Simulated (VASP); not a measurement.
# Y in VASP: a series of runs

Y is run at these levels: PBEsol; tasks: single point.

Program: VASP 6.6.1. These are calculated values, not measurements. Logs are shortened: lines on timing, memory, paths and dates and some standing lists are left out, and cuts for length are marked.

## (1) The cell of the first run

The cell holds a wire with vacuum, 1 atom: a = 9.000 Å, b = 9.300 Å, c = 2.914 Å, α = 90.00°, β = 90.00°, γ = 90.00°.

## (2) Single point, PBEsol, collinear spin, ferromagnetic start

Input file INCAR:

```
PREC = Accurate ; ENCUT = 520
EDIFF = 1E-6 ; ISMEAR = 0
SIGMA = 0.05 ; LREAL = F
LASPH = T ; NELM = 150
ALGO = Normal ; ISIF = 2
LWAVE = F ; LCHARG = F
ISPIN = 2 ; MAGMOM = 1.5
LORBIT = 11 ; LMAXMIX = 4
GGA = PS ; NBANDS = 16
```

Input file KPOINTS:

```
Automatic mesh
0
Gamma
  1 1 21
```

Input file POSCAR:

```
Y
1.0
    9.0000000000      0.0000000000      0.0000000000
    0.0000000000      9.3000000000      0.0000000000
    0.0000000000      0.0000000000      2.9138918025
Y
1
Direct
    0.5000000000      0.5000000000      0.0000000000
```

Potentials or basis: VASP PAW PBE potentials, release 64 (Y_sv).

Started as:

```
$ cat potpaw_PBE.64/Y_sv/POTCAR > POTCAR
$ mpirun -np 1 vasp_std > vasp.out
```

OUTCAR:

```text
PREC = Accurate
   ENCUT = 520
   EDIFF = 1E-6
   ISMEAR = 0
   LREAL = F
   LASPH = T
   NELM = 150
   ISIF = 2
   ISPIN = 2
   LORBIT = 11
   GGA = PS

 ion  position               nearest neighbor table
   1  0.500  0.500  0.000-

  LATTYP: Found a simple orthorhombic cell.
 ALAT       =     2.9138918025
 B/A-ratio  =     3.0886527744
 C/A-ratio  =     3.1916078668

  Lattice vectors:

 A1 = (   0.0000000000,   0.0000000000,   2.9138918025)
 A2 = (   9.0000000000,   0.0000000000,   0.0000000000)
 A3 = (   0.0000000000,   9.3000000000,   0.0000000000)

Analysis of symmetry for initial positions (statically):
=====================================================================
 Subroutine PRICEL returns:
 Original cell was already a primitive cell.

 Routine SETGRP: Setting up the symmetry group for a
 simple orthorhombic supercell.

 Subroutine GETGRP returns: Found  8 space group operations
 (whereof  8 operations were pure point group operations)
 out of a pool of  8 trial point group operations.

The static configuration has the point symmetry D_2h.

Analysis of symmetry for dynamics (positions and initial velocities):
=====================================================================
 Subroutine PRICEL returns:
 Original cell was already a primitive cell.

 Routine SETGRP: Setting up the symmetry group for a
 simple orthorhombic supercell.

 Subroutine GETGRP returns: Found  8 space group operations
 (whereof  8 operations were pure point group operations)
 out of a pool of  8 trial point group operations.

The dynamic configuration has the point symmetry D_2h.

Analysis of structural, dynamic, and magnetic symmetry:
=====================================================================
 Subroutine PRICEL returns:
 Original cell was already a primitive cell.

 Routine SETGRP: Setting up the symmetry group for a
 simple orthorhombic supercell.

 Subroutine GETGRP returns: Found  8 space group operations
 (whereof  8 operations were pure point group operations)
 out of a pool of  8 trial point group operations.

The overall configuration has the point symmetry D_2h.

 Subroutine INISYM returns: Found  8 space group operations
 (whereof  8 operations are pure point group operations),
 and found     1 'primitive' translations

----------------------------------------------------------------------------------------

                                     Primitive cell

  volume of cell :     243.8927

  direct lattice vectors                    reciprocal lattice vectors
     9.000000000  0.000000000  0.000000000     0.111111111  0.000000000  0.000000000
     0.000000000  9.300000000  0.000000000     0.000000000  0.107526882  0.000000000
     0.000000000  0.000000000  2.913891802     0.000000000  0.000000000  0.343183642

  length of vectors
     9.000000000  9.300000000  2.913891802     0.111111111  0.107526882  0.343183642

  position of ions in fractional coordinates (direct lattice)
     0.500000000  0.500000000  0.000000000

  ion indices of the primitive-cell ions
   primitive index   ion index
                 1           1

----------------------------------------------------------------------------------------

 KPOINTS: Automatic mesh

Automatic generation of k-mesh.
 Grid dimensions read from file:
 generate k-points for:    1    1   21

 Generating k-lattice:

  Cartesian coordinates                     Fractional coordinates (reciprocal lattice)
     0.111111111  0.000000000  0.000000000     1.000000000  0.000000000  0.000000000
     0.000000000  0.107526882  0.000000000     0.000000000  1.000000000  0.000000000
     0.000000000  0.000000000  0.016342078     0.000000000  0.000000000  0.047619048

  Length of vectors
     0.111111111  0.107526882  0.016342078

  Shift w.r.t. Gamma in fractional coordinates (k-lattice)
     0.000000000  0.000000000  0.000000000

 Subroutine IBZKPT returns following result:
 ===========================================

 Found     11 irreducible k-points:

 Following reciprocal coordinates:
            Coordinates               Weight
  0.000000  0.000000  0.000000      1.000000
  0.000000  0.000000  0.047619      2.000000
  0.000000  0.000000  0.095238      2.000000
  0.000000  0.000000  0.142857      2.000000
  0.000000  0.000000  0.190476      2.000000
  0.000000  0.000000  0.238095      2.000000
  0.000000  0.000000  0.285714      2.000000
  0.000000  0.000000  0.333333      2.000000
  0.000000  0.000000  0.380952      2.000000
  0.000000  0.000000  0.428571      2.000000
  0.000000  0.000000  0.476190      2.000000
   k-points           NKPTS =     11   k-points in BZ     NKDIM =     11   number of bands    NBANDS=     16
   number of dos      NEDOS =    301   number of ions     NIONS =      1
   total plane-waves  NPLWV = 117600
   dimension x,y,z NGX =    70 NGY =   70 NGZ =   24
   dimension x,y,z NGXF=   140 NGYF=  140 NGZF=   48
   ions per type =               1
   NGX,Y,Z   is equivalent  to a cutoff of  12.93, 12.51, 13.69 a.u.
   NGXF,Y,Z  is equivalent  to a cutoff of  25.86, 25.03, 27.39 a.u.
 SYSTEM =  unknown system
   PREC   = accura    normal or accurate (medium, high low for compatibility)
   ISTART =      0    job   : 0-new  1-cont  2-samecut
   ICHARG =      2    charge: 1-file 2-atom 10-const
   ISPIN  =      2    spin polarized calculation?
   LNONCOLLINEAR =      F non collinear calculations
   LSORBIT =      F    spin-orbit coupling
   LASPH  =      T    aspherical Exc in radial PAW
   ENCUT  =  520.0 eV  38.22 Ry    6.18 a.u.  16.73 17.29  5.42*2*pi/ulx,y,z
   NELM   =    150;   NELMIN=  2; NELMDL= -5     # of ELM steps
   EDIFF  = 0.1E-05   stopping-criterion for ELM
   LREAL  =      F    real-space projection
   EDIFFG = 0.1E-04   stopping-criterion for IOM
   NSW    =      0    number of steps for IOM
   IBRION =     -1    ionic relax: 0-MD 1-quasi-New 2-CG
   NFREE  =      0    steps in history (QN), initial steepest desc. (CG)
   ISIF   =      2    stress and relaxation
   ISYM   =      2    0-nonsym 1-usesym 2-fastsym
   POTIM  = 0.5000    time-step for ionic-motion
   TEBEG  =    0.0;   TEEND  =   0.0 temperature during run
   PSTRESS=    0.0 pullay stress
   NELECT =      11.0000    total number of electrons
   NUPDOWN=      -1.0000    fix difference up-down
   EMIN   =  10.00;   EMAX   =-10.00  energy-range for DOS
   EFERMI =   0.00;   METHOD = LEGACY
   ISMEAR =     0;   SIGMA  =   0.05  broadening in eV -4-tet -1-fermi 0-gaus
   EFERMI_NEDOS =   21; number of points for ismear=-14 and -15
   IALGO  =     38    algorithm
   IMIX   =      4    mixing-type and parameters
     AMIX     =   0.40;   BMIX     =  1.00
     AMIX_MAG =   1.60;   BMIX_MAG =  1.00
  volume/ion in A,a.u.               =     243.89      1645.87
  Fermi-wavevector in a.u.,A,eV,Ry     =   0.582737  1.101214  4.620303  0.339583
  Thomas-Fermi vector in A             =   1.627760
   LORBIT       =     11    0 simple, 1 ext, 2 COOP (PROOUT), +10 PAW based schemes
   GGA     = PS    functional components
   LHFCALC =     F    Hartree Fock is set to
   AEXX    =    0.0000 exact exchange contribution
   IVDW    =     0    specifies the selected vdW correction
   LEPSILON=     F    determine dielectric tensor
   LRPA    =     F    only Hartree local field effects (RPA)
 spin polarized calculation
 Gauss-broadening in eV      SIGMA  =   0.05
  energy-cutoff  :      520.00
  volume of cell :      243.89
 maximum number of plane-waves:      6603
 NGX is ok and might be reduce to    70
   NGX = 33   NGY = 35   NGZ = 11

 number of electron      11.0000000 magnetization       0.2225862

 Free energy of the ion-electron system (eV)
  ---------------------------------------------------
  ext. energy  EPLUGINS =         0.00000000
  ---------------------------------------------------
  free energy    TOTEN  =        -3.68358593 eV

  energy without entropy =       -3.68074722  energy(sigma->0) =       -3.68216658

 E-fermi :  -2.0480     XC(G=0):  -2.8148

 val. band max:       -2.0975565507   @ k =   0.0000   0.0000   0.0952
 cond. band min:      -2.0327753660   @ k =   0.0000   0.0000   0.3333
 fundamental gap:      0.0647811847
 Fermi energy:        -2.0480182989

 spin component 1

 k-point     1 :       0.0000    0.0000    0.0000
  band No.  band energies     occupation
      1     -45.4651      1.00000
      2     -25.6269      1.00000
      3     -25.6244      1.00000
      4     -24.3456      1.00000
      5      -4.4928      1.00000
      6      -2.3780      1.00000
[... 8 lines left out ...]
     15       2.7483      0.00000
     16       3.0855      0.00000
[... 172 lines left out ...]
 k-point    11 :       0.0000    0.0000    0.4762
  band No.  band energies     occupation
      1     -45.2498      1.00000
      2     -26.0024      1.00000
      3     -25.4131      1.00000
      4     -25.4107      1.00000
      5      -2.6945      1.00000
      6      -2.6907      1.00000
[... 8 lines left out ...]
     15       5.0835      0.00000
     16       5.2633      0.00000
 Fermi energy:        -2.0480182989

 spin component 2

 k-point     1 :       0.0000    0.0000    0.0000
  band No.  band energies     occupation
      1     -45.3983      1.00000
      2     -25.5625      1.00000
      3     -25.5610      1.00000
      4     -24.2358      1.00000
      5      -4.3249      1.00000
      6      -2.2192      1.00000
[... 8 lines left out ...]
     15       2.8633      0.00000
     16       2.8677      0.00000
[... 172 lines left out ...]
 k-point    11 :       0.0000    0.0000    0.4762
  band No.  band energies     occupation
      1     -45.1866      1.00000
      2     -25.8690      1.00000
      3     -25.3515      1.00000
      4     -25.3501      1.00000
      5      -2.5513      1.00000
      6      -2.5440      1.00000
[... 8 lines left out ...]
     15       5.1232      0.00000
     16       5.3148      0.00000

------------------------ aborting loop because EDIFF is reached ----------------------------------------

  FORCE on cell =-STRESS in cart. coord.  units (eV):
  Direction    XX          YY          ZZ          XY          YZ          ZX
  --------------------------------------------------------------------------------------
  -------------------------------------------------------------------------------------
  Total       -0.1680582     -0.1284616     -0.0317428      0.0000000      0.0000000     -0.0000000
  in kB       -1.1040059     -0.8438885     -0.2085245      0.0000000      0.0000000     -0.0000000
  external PRESSURE =      -0.7188063 kB  Pullay stress =       0.0000000 kB

 VOLUME and BASIS-vectors are now :
 -----------------------------------------------------------------------------
  energy-cutoff  :      520.00
  volume of cell :      243.89
      direct lattice vectors                 reciprocal lattice vectors
     9.000000000  0.000000000  0.000000000     0.111111111  0.000000000  0.000000000
     0.000000000  9.300000000  0.000000000     0.000000000  0.107526882  0.000000000
     0.000000000  0.000000000  2.913891802     0.000000000  0.000000000  0.343183642

 POSITION                                       TOTAL-FORCE (eV/Angst)
 -----------------------------------------------------------------------------------
      4.50000      4.65000      0.00000         0.000000      0.000000      0.000000
 -----------------------------------------------------------------------------------
    total drift:                                0.000000      0.000000      0.000000

  FREE ENERGIE OF THE ION-ELECTRON SYSTEM (eV)
  ---------------------------------------------------
  free  energy   TOTEN  =        -3.6835859324 eV

  energy  without entropy=       -3.6807472187  energy(sigma->0) =       -3.68216658

 total charge

# of ion       s       p       d       f       tot
--------------------------------------------------
    1        2.318   5.987   1.154   0.006   9.465

 magnetization (x)

# of ion       s       p       d       f       tot
--------------------------------------------------
    1        0.002   0.013   0.137   0.001   0.154
```

It took 3.9 min on 1 thread of Intel Xeon Platinum 8259CL at 2.50GHz (Skylake/Cascade Lake), shared host; peak memory 0.44 GiB.

What came out:

| Property | Result |
| --- | --- |
| Free energy | -3.6836 eV |
| Net moment | 0.22 μB per cell |
| Site moments | Y +0.15 μB |
| Valence electrons inside the program's atomic spheres | Y 9.46 |

Levels at points of the mesh, in eV from the Fermi level:
Spin up:
```csv
k point,band 2,band 3,band 4,band 5,band 6,band 7,band 8,band 9,band 10,band 11
"(0.00, 0.00, 0.00)",-23.58,-23.58,-22.30,-2.44,-0.33,0.50,0.56,0.91,0.94,2.71
```
Spin down:
```csv
k point,band 1,band 2,band 3,band 4,band 5,band 6,band 7,band 8,band 9,band 10
"(0.00, 0.00, 0.00)",-43.35,-23.51,-23.51,-22.19,-2.28,-0.17,0.58,0.65,0.98,1.02
```

Caveat: the PAW data sets were made with another functional, which shifts forces and pressure a little.

## (3) Single point, PBEsol, collinear spin, ferromagnetic start

This run uses another cell than the first one, of 262.16 Å³/atom, 1.075 times its volume.

Changes to INCAR since step 2:

```diff
@@ -1,3 +1,3 @@
 PREC = Accurate ; ENCUT = 520
-EDIFF = 1E-6 ; ISMEAR = 0
+EDIFF = 1E-7 ; ISMEAR = 0
 SIGMA = 0.05 ; LREAL = F
```

KPOINTS is that of step 2.

Changes to POSCAR since step 2:

```diff
@@ -4,3 +4,3 @@
     0.0000000000      9.3000000000      0.0000000000
-    0.0000000000      0.0000000000      2.9138918025
+    0.0000000000      0.0000000000      3.1321633653
 Y
```

Potentials or basis: VASP PAW PBE potentials, release 64 (Y_sv).

Started as:

```
$ cat potpaw_PBE.64/Y_sv/POTCAR > POTCAR
$ mpirun -np 1 vasp_std > vasp.out
```

Wall time 3.6 min (1 thread of Intel Xeon Platinum 8259CL at 2.50GHz (Skylake/Cascade Lake), shared host); peak memory 0.45 GiB.

It converged, with:

```yaml
Free_energy: -3.6121 eV
Net_moment: 1.52 μB per cell
Site_moments: Y +0.88 μB
Valence_electrons_inside_the_program's_atomic_spheres: Y 9.30
```

Levels at points of the mesh, in eV from the Fermi level:
Spin up:
```
           k point  band 4  band 5  band 6  band 7  band 8  band 9
(0.00, 0.00, 0.00)  -23.48   -3.10   -0.63    0.11    0.16    0.52
```
Spin down:
```csv
k point,band 1,band 2,band 3,band 4,band 5,band 6,band 7,band 8,band 9,band 10
"(0.00, 0.00, 0.00)",-43.75,-23.88,-23.88,-22.83,-2.03,0.12,0.69,0.75,1.17,1.20
```

Caveat: the PAW data sets were made with another functional, which shifts forces and pressure a little.

(Continued in part 2 of 2.)
